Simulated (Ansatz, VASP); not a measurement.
MgS: VASP beside Ansatz

INCAR

```
PREC = Accurate ; ENCUT = 600
EDIFF = 1E-7 ; ISMEAR = 0
SIGMA = 0.02 ; LREAL = F
LASPH = T ; NELM = 80
ALGO = Normal ; ISIF = 3
LWAVE = F ; LCHARG = F
GGA = PE ; IBRION = 2
NSW = 100 ; EDIFFG = -0.01
```

File KPOINTS:

```
Automatic mesh
0
Gamma
  6 6 6
```

File POSCAR:

```
MgS
1.0
    5.6086372125      0.0000000000      0.0000000000
   -2.8043186063      4.8572223067      0.0000000000
    0.0000000000      0.0000000000      4.4496121493
Mg S
1 1
Direct
    0.0000000000      0.0000000000      0.0000000000
    0.0000000000      0.0000000000      0.5000000000
```

Input for Ansatz:

```yaml
crystal:
  lattice:
    - [5.6086372125, 0.0, 0.0]
    - [-2.8043186063, 4.8572223067, 0.0]
    - [0.0, 0.0, 4.4496121493]
  atoms:
    - { symbol: Mg, position: [0.0, 0.0, 0.0] }
    - { symbol: S, position: [0.0, 0.0, 0.5] }
basis:
  ecutwfc: 420
kpoints:
  mp_grid: { grid: [6, 6, 6] }
hamiltonian:
  xc: pbe
scf:
  occupations: { method: gaussian, width: 0.02 }
output:
  forces: true
  stress: true
  eigenvalues: true
relax:
  adjacent_minimum: "off"
  f_tol: 0.01
  max_steps: 80
  cell: { stress_tol: 0.05 }
```

Alike in both runs: task relaxation of cell and atoms; functional PBE; k mesh 6 × 6 × 6; occupations gaussian, width 0.02 eV; no spin polarisation.

```csv
,VASP,Ansatz
version,VASP 6.6.1,Ansatz 0.2.0
potentials or method,"VASP PAW PBE potentials, release 64 (Mg, S), cutoff 600 eV","scalar-relativistic, plane waves, PAW"
valence electrons in the cell,8,16
```

|  | VASP | Ansatz | Ansatz less VASP |
| --- | --- | --- | --- |
| gap on the k mesh at the Fermi level, each at its own relaxed structure (eV) | 2.53 | 2.37 | -0.161 |
| relaxed volume (Å³/atom) | 90.53 | 76.35 | -14.173 |
| relaxed cell length with the largest relative difference (Å) | 6.850 | 6.291 | -0.5583 |

One of these differences is far larger than is usual between the two programs; its cause wasn't traced. VASP's potentials hold 8 valence electrons a cell and Ansatz's 16, so a difference there can come from the potentials and not from the codes.

Noted on VASP's run: the volume moved by over 15 % at a fixed basis, so the end points are rough.
